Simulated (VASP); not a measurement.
# SiC (F-43m) in VASP: a series of runs

SiC is run at these levels: LDA; tasks: single point, relaxation of cell and atoms.

Everything below comes from runs of VASP 6.6.1. Logs are shortened: lines on timing, memory, paths and dates and some standing lists are left out, and cuts for length are marked.

**Experimental background.**

From “Insight into the structural, elastic and electronic properties of a new orthorhombic 6O-SiC polytype”, 2020, pmc:7200658, for a bulk crystal of SiC: band gap 2.4 eV (indirect).

The runs below are set against these values where they give the same quantity.

## 1. The cell of the first run

The structure is cubic, space group F-43m (No. 216). The conventional cell has a = 4.329 Å, b = 4.329 Å, c = 4.329 Å, α = 90.00°, β = 90.00°, γ = 90.00°. Si (site symmetry -43m) has 4 C at 1.87 Å within 2.5 Å. Within 2.5 Å of C (site symmetry -43m) lie 4 Si at 1.87 Å.

## 2. Single point, LDA

INCAR

```
  PREC = Accurate
  ENCUT = 520
  EDIFF = 1E-6
  ISMEAR = 0
  SIGMA = 0.02
  LREAL = F
  LASPH = T
  NELM = 80
  ALGO = Normal
  ISIF = 2
  LWAVE = F
  LCHARG = F
  GGA = CA
  NBANDS = 11
```

KPOINTS

```
Automatic mesh
0
Gamma
  10 10 10
```

POSCAR

```
SiC
1.0
    0.0000000000      2.1644841119      2.1644841119
    2.1644841119      0.0000000000      2.1644841119
    2.1644841119      2.1644841119      0.0000000000
Si C
1 1
Direct
    0.0000000000      0.0000000000      0.0000000000
    0.2500000000      0.2500000000      0.2500000000
```

Potentials or basis: VASP PAW LDA potentials, release 64 (Si, C).

The run is started by

```sh
> cat potpaw_LDA.64/Si/POTCAR potpaw_LDA.64/C/POTCAR > POTCAR
> mpirun -np 1 vasp_std > vasp.out
```

OUTCAR:

```text
PREC = Accurate
   ENCUT = 520
   EDIFF = 1E-6
   ISMEAR = 0
   LREAL = F
   LASPH = T
   NELM = 80
   ISIF = 2
   GGA = CA

 ion  position               nearest neighbor table
   1  0.000  0.000  0.000-   2 1.87   2 1.87   2 1.87   2 1.87
   2  0.250  0.250  0.250-   1 1.87   1 1.87   1 1.87   1 1.87

  LATTYP: Found a face centered cubic cell.
 ALAT       =     4.3289682238

  Lattice vectors:

 A1 = (   0.0000000000,   2.1644841119,   2.1644841119)
 A2 = (   2.1644841119,   0.0000000000,   2.1644841119)
 A3 = (   2.1644841119,   2.1644841119,   0.0000000000)

Analysis of symmetry for initial positions (statically):
=====================================================================
 Subroutine PRICEL returns:
 Original cell was already a primitive cell.

 Routine SETGRP: Setting up the symmetry group for a
 face centered cubic supercell.

 Subroutine GETGRP returns: Found 24 space group operations
 (whereof 24 operations were pure point group operations)
 out of a pool of 48 trial point group operations.

The static configuration has the point symmetry T_d .

Analysis of symmetry for dynamics (positions and initial velocities):
=====================================================================
 Subroutine PRICEL returns:
 Original cell was already a primitive cell.

 Routine SETGRP: Setting up the symmetry group for a
 face centered cubic supercell.

 Subroutine GETGRP returns: Found 24 space group operations
 (whereof 24 operations were pure point group operations)
 out of a pool of 48 trial point group operations.

The dynamic configuration has the point symmetry T_d .

 Subroutine INISYM returns: Found 24 space group operations
 (whereof 24 operations are pure point group operations),
 and found     1 'primitive' translations

----------------------------------------------------------------------------------------

                                     Primitive cell

  volume of cell :      20.2812

  direct lattice vectors                    reciprocal lattice vectors
     0.000000000  2.164484112  2.164484112    -0.231001927  0.231001927  0.231001927
     2.164484112  0.000000000  2.164484112     0.231001927 -0.231001927  0.231001927
     2.164484112  2.164484112  0.000000000     0.231001927  0.231001927 -0.231001927

  length of vectors
     3.061042787  3.061042787  3.061042787     0.400107074  0.400107074  0.400107074

  position of ions in fractional coordinates (direct lattice)
     0.000000000  0.000000000  0.000000000
     0.250000000  0.250000000  0.250000000

  ion indices of the primitive-cell ions
   primitive index   ion index
                 1           1
                 2           2

----------------------------------------------------------------------------------------

 KPOINTS: Automatic mesh

Automatic generation of k-mesh.
 Grid dimensions read from file:
 generate k-points for:   10   10   10

 Generating k-lattice:

  Cartesian coordinates                     Fractional coordinates (reciprocal lattice)
    -0.023100193  0.023100193  0.023100193     0.100000000  0.000000000  0.000000000
     0.023100193 -0.023100193  0.023100193     0.000000000  0.100000000  0.000000000
     0.023100193  0.023100193 -0.023100193     0.000000000  0.000000000  0.100000000

  Length of vectors
     0.040010707  0.040010707  0.040010707

  Shift w.r.t. Gamma in fractional coordinates (k-lattice)
     0.000000000  0.000000000  0.000000000

 Subroutine IBZKPT returns following result:
 ===========================================

 Found     47 irreducible k-points:

 Following reciprocal coordinates:
            Coordinates               Weight
  0.000000  0.000000  0.000000      1.000000
  0.100000  0.000000  0.000000      8.000000
  0.200000  0.000000  0.000000      8.000000
  0.300000  0.000000  0.000000      8.000000
  0.400000  0.000000  0.000000      8.000000
  0.500000  0.000000  0.000000      4.000000
[... 16 lines left out ...]
  0.300000  0.300000  0.000000      6.000000
  0.400000  0.300000  0.000000     24.000000
 [... further k-points ...]
   k-points           NKPTS =     47   k-points in BZ     NKDIM =     47   number of bands    NBANDS=     11
   number of dos      NEDOS =    301   number of ions     NIONS =      2
   total plane-waves  NPLWV =  13824
   dimension x,y,z NGX =    24 NGY =   24 NGZ =   24
   dimension x,y,z NGXF=    48 NGYF=   48 NGZF=   48
   ions per type =               1   1
   NGX,Y,Z   is equivalent  to a cutoff of  13.03, 13.03, 13.03 a.u.
   NGXF,Y,Z  is equivalent  to a cutoff of  26.07, 26.07, 26.07 a.u.
 SYSTEM =  unknown system
   PREC   = accura    normal or accurate (medium, high low for compatibility)
   ISTART =      0    job   : 0-new  1-cont  2-samecut
   ICHARG =      2    charge: 1-file 2-atom 10-const
   ISPIN  =      1    spin polarized calculation?
   LNONCOLLINEAR =      F non collinear calculations
   LSORBIT =      F    spin-orbit coupling
   LASPH  =      T    aspherical Exc in radial PAW
   ENCUT  =  520.0 eV  38.22 Ry    6.18 a.u.   5.69  5.69  5.69*2*pi/ulx,y,z
   NELM   =     80;   NELMIN=  2; NELMDL= -5     # of ELM steps
   EDIFF  = 0.1E-05   stopping-criterion for ELM
   LREAL  =      F    real-space projection
   EDIFFG = 0.1E-04   stopping-criterion for IOM
   NSW    =      0    number of steps for IOM
   IBRION =     -1    ionic relax: 0-MD 1-quasi-New 2-CG
   NFREE  =      0    steps in history (QN), initial steepest desc. (CG)
   ISIF   =      2    stress and relaxation
   ISYM   =      2    0-nonsym 1-usesym 2-fastsym
   POTIM  = 0.5000    time-step for ionic-motion
   TEBEG  =    0.0;   TEEND  =   0.0 temperature during run
   PSTRESS=    0.0 pullay stress
   NELECT =       8.0000    total number of electrons
   NUPDOWN=      -1.0000    fix difference up-down
   EMIN   =  10.00;   EMAX   =-10.00  energy-range for DOS
   EFERMI =   0.00;   METHOD = LEGACY
   ISMEAR =     0;   SIGMA  =   0.02  broadening in eV -4-tet -1-fermi 0-gaus
   EFERMI_NEDOS =   21; number of points for ismear=-14 and -15
   IALGO  =     38    algorithm
   IMIX   =      4    mixing-type and parameters
     AMIX     =   0.40;   BMIX     =  1.00
     AMIX_MAG =   1.60;   BMIX_MAG =  1.00
  volume/ion in A,a.u.               =      10.14        68.43
  Fermi-wavevector in a.u.,A,eV,Ry     =   1.200624  2.268851 19.612777  1.441498
  Thomas-Fermi vector in A             =   2.336455
   LORBIT       =      0    0 simple, 1 ext, 2 COOP (PROOUT), +10 PAW based schemes
   GGA     = CA    functional components
   LHFCALC =     F    Hartree Fock is set to
   AEXX    =    0.0000 exact exchange contribution
   IVDW    =     0    specifies the selected vdW correction
   LEPSILON=     F    determine dielectric tensor
   LRPA    =     F    only Hartree local field effects (RPA)
 non-spin polarized calculation
 Gauss-broadening in eV      SIGMA  =   0.02
  energy-cutoff  :      520.00
  volume of cell :       20.28
 maximum number of plane-waves:       568
   NGX = 11   NGY = 11   NGZ = 11

 number of electron       8.0000000 magnetization

 Free energy of the ion-electron system (eV)
  ---------------------------------------------------
  ext. energy  EPLUGINS =         0.00000000
  ---------------------------------------------------
  free energy    TOTEN  =       -16.64250300 eV

  energy without entropy =      -16.64250300  energy(sigma->0) =      -16.64250300

 E-fermi :   8.3858     XC(G=0): -11.6422

 val. band max:        8.2913509512   @ k =   0.0000   0.0000   0.0000
 cond. band min:       9.5786592193   @ k =   0.5000   0.5000   0.0000
 fundamental gap:      1.2873082681
 Fermi energy:         8.3857905025

 k-point     1 :       0.0000    0.0000    0.0000
  band No.  band energies     occupation
      1      -7.1820      2.00000
      2       8.2914      2.00000
      3       8.2914      2.00000
      4       8.2914      2.00000
      5      14.8200      0.00000
      6      15.6218      0.00000
      7      15.6218      0.00000
      8      15.6218      0.00000
      9      22.8674      0.00000
     10      22.8674      0.00000
     11      24.7747      0.00000

 k-point     2 :       0.1000    0.0000    0.0000
  band No.  band energies     occupation
      1      -6.9829      2.00000
      2       7.2904      2.00000
      3       8.1564      2.00000
      4       8.1564      2.00000
      5      14.9897      0.00000
      6      15.8668      0.00000
      7      15.8668      0.00000
      8      15.9600      0.00000
      9      21.8891      0.00000
     10      21.8891      0.00000
     11      24.5296      0.00000

 k-point     3 :       0.2000    0.0000    0.0000
  band No.  band energies     occupation
      1      -6.3936      2.00000
      2       5.1621      2.00000
      3       7.8470      2.00000
      4       7.8470      2.00000
      5      14.6298      0.00000
      6      16.2225      0.00000
      7      16.2225      0.00000
      8      17.1810      0.00000
      9      21.2112      0.00000
     10      21.2112      0.00000
     11      23.6644      0.00000

 k-point     4 :       0.3000    0.0000    0.0000
  band No.  band energies     occupation
      1      -5.4474      2.00000
      2       2.8202      2.00000
      3       7.5291      2.00000
      4       7.5291      2.00000
      5      14.2178      0.00000
      6      16.0667      0.00000
      7      16.0667      0.00000
      8      18.0932      0.00000
      9      22.0441      0.00000
     10      22.0441      0.00000
     11      23.4257      0.00000
[... 239 lines left out ...]
 k-point    22 :      -0.2000    0.2000    0.0000
  band No.  band energies     occupation
      1      -5.1305      2.00000
      2       3.4991      2.00000
      3       5.0167      2.00000
      4       7.6419      2.00000
      5      14.8548      0.00000
      6      16.4077      0.00000
      7      16.6836      0.00000
      8      17.5037      0.00000
      9      19.8250      0.00000
     10      23.7107      0.00000
     11      27.5527      0.00000

 k-point    23 :       0.3000    0.3000    0.0000
  band No.  band energies     occupation
      1      -4.8606      2.00000
      2       3.9802      2.00000
      3       5.8928      2.00000
      4       5.8928      2.00000
      5      11.4169      0.00000
      6      13.8635      0.00000
      7      19.8665      0.00000
      8      19.8665      0.00000
      9      20.8227      0.00000
     10      25.4664      0.00000
     11      30.0680      0.00000

 k-point    24 :       0.4000    0.3000    0.0000
  band No.  band energies     occupation
      1      -3.9663      2.00000
      2       2.7344      2.00000
      3       5.0857      2.00000
      4       5.6274      2.00000
      5      11.1097      0.00000
      6      13.8762      0.00000
      7      19.9903      0.00000
      8      20.2589      0.00000
      9      22.1129      0.00000
     10      26.4384      0.00000
     11      29.7141      0.00000

 [... further k-points ...]

------------------------ aborting loop because EDIFF is reached ----------------------------------------

  FORCE on cell =-STRESS in cart. coord.  units (eV):
  Direction    XX          YY          ZZ          XY          YZ          ZX
  --------------------------------------------------------------------------------------
  -------------------------------------------------------------------------------------
  Total        0.0531693      0.0531693      0.0531693     -0.0000000      0.0000000      0.0000000
  in kB        4.2002826      4.2002826      4.2002826     -0.0000000      0.0000000      0.0000000
  external PRESSURE =       4.2002826 kB  Pullay stress =       0.0000000 kB

 VOLUME and BASIS-vectors are now :
 -----------------------------------------------------------------------------
  energy-cutoff  :      520.00
  volume of cell :       20.28
      direct lattice vectors                 reciprocal lattice vectors
     0.000000000  2.164484112  2.164484112    -0.231001927  0.231001927  0.231001927
     2.164484112  0.000000000  2.164484112     0.231001927 -0.231001927  0.231001927
     2.164484112  2.164484112  0.000000000     0.231001927  0.231001927 -0.231001927

 POSITION                                       TOTAL-FORCE (eV/Angst)
 -----------------------------------------------------------------------------------
      0.00000      0.00000      0.00000        -0.000000     -0.000000     -0.000000
      1.08224      1.08224      1.08224         0.000000      0.000000      0.000000
 -----------------------------------------------------------------------------------
    total drift:                                0.000000      0.000000      0.000000

  FREE ENERGIE OF THE ION-ELECTRON SYSTEM (eV)
  ---------------------------------------------------
  free  energy   TOTEN  =       -16.6425030029 eV

  energy  without entropy=      -16.6425030029  energy(sigma->0) =      -16.64250300
```

Run time: 6.3 s. Hardware: 1 thread of Intel Xeon 8259CL, shared host; peak memory 0.12 GiB.

Results:

```yaml
Free_energy: -16.6425 eV
Pressure: 0.4 GPa
Band_gap_on_the_k_mesh: 1.29 eV (least direct gap 4.52 eV)
```

## 3. Relaxation of cell and atoms, LDA

This run uses another cell than the first one, of 10.35 Å³/atom.

INCAR

```
  ALGO = Normal
  EDIFF = 1E-7
  EDIFFG = -0.005
  ENCUT = 600
  GGA = CA
  IBRION = 2
  ISIF = 3
  ISMEAR = 0
  LASPH = T
  LCHARG = F
  LREAL = F
  LWAVE = F
  NELM = 60
  NSW = 100
  PREC = Accurate
  SIGMA = 0.02
```

KPOINTS

```
k-points
0
Gamma
  10 10 10
```

POSCAR

```
SiC
1.0
    0.0000000000      2.1790000000      2.1790000000
    2.1790000000      0.0000000000      2.1790000000
    2.1790000000      2.1790000000      0.0000000000
Si C
1 1
Direct
    0.0000000000      0.0000000000      0.0000000000
    0.2500000000      0.2500000000      0.2500000000
```

Potentials or basis: VASP PAW LDA potentials, release 64 (Si, C).

The run is started by

```sh
> cat potpaw_LDA.64/Si/POTCAR potpaw_LDA.64/C/POTCAR > POTCAR
> mpirun -np 1 vasp_std > vasp.out
```

Run time: 27 s. Hardware: 1 thread of Intel Xeon 8259CL, shared host; peak memory 0.14 GiB.

Results (log left out):

```
Free energy                           : -16.6451 eV
Relaxed volume                        : 10.15 Å³/atom
Relaxed cell                          : a = 3.062 Å, b = 3.062 Å, c = 3.062 Å, α = 60.00°, β = 60.00°, γ = 60.00°
Space group after relaxing (to 0.1 Å) : F-43m (No. 216)
Energy gained by relaxing             : 2.6 meV/atom
Ionic steps                           : 3
Pressure after relaxing               : 0.0 GPa
Band gap on the k mesh                : 1.29 eV (least direct gap 4.52 eV)
```

Step by step:
| step | energy change (eV) | largest force (eV/Å) | pressure (GPa) | volume (Å³) |
| --- | --- | --- | --- | --- |
| 1 | 0.0000 | 0.0000 | -4.19 | 20.69 |
| 2 | 0.0009 | 0.0000 | 4.84 | 19.89 |
| 3 | -0.0052 | 0.0000 | -0.02 | 20.30 |

Final structure:
```xyz
2
Lattice="0.0000 2.1653 2.1653 2.1653 0.0000 2.1653 2.1653 2.1653 0.0000" Properties=species:S:1:pos:R:3 pbc="T T T"
Si    0.0000    0.0000    0.0000
C     1.0826    1.0826    1.0826
```

Levels at points of the mesh, in eV from the valence-band top:
```tsv
k point	band 2	band 3	band 4	band 5	band 6	band 7
(0.00, 0.00, 0.00)	0.00	0.00	0.00	6.52	7.32	7.32
(0.50, 0.00, 0.00)	-8.66	-1.06	-1.06	5.56	7.21	7.21
(0.50, 0.50, 0.00)	-7.87	-3.23	-3.23	1.29	4.26	14.05
```

A k mesh can miss the band edges. LDA usually gives volumes a few per cent too small.

## 4. How close it comes

Step 2. Against the measured gap of SiC, 2.4 eV (indirect; quoted in “Insight into the structural, elastic and electronic properties of a new orthorhombic 6O-SiC polytype”, 2020, pmc:7200658), the calculated 1.29 eV is off by -1.11 eV. The value is that of LDA on a finite k mesh, which can miss the band edges, without temperature or zero-point motion. Semilocal functionals fall short of measured gaps as a rule.
